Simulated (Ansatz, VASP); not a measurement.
**One calculation of Sb, two programs**

```
Sb
1.0
     0.00000    2.37124    2.37124
     2.37124    0.00000    2.37124
     2.37124    2.37124    0.00000
Sb
1
Direct
  0.00000 0.00000 0.00000
```

Alike in both runs: task single point; functional PBE; k mesh 10 × 10 × 10; occupations gaussian, width 0.029 eV; no spin polarisation.

|  | VASP | Ansatz |
| --- | --- | --- |
| version | VASP 6.6.1 | Ansatz 0.2.0 |
| potentials or method | VASP PAW PBE potentials, release 64 (Sb) | Ansatz PAW |
| plane-wave cutoff (eV) | 520 | 420 |
| valence electrons in the cell | 5 | 15 |

```tsv
	VASP	Ansatz	Ansatz less VASP
gap on the k mesh at the Fermi level (eV)	none	none	-
pressure (GPa)	1.8	2.0	+0.16
```

A gap of «none» marks a metal or a gap that the smearing closes. VASP's potentials hold 5 valence electrons a cell and Ansatz's 15, so a difference there can come from the potentials and not from the codes.

Spin-orbit coupling is off throughout.
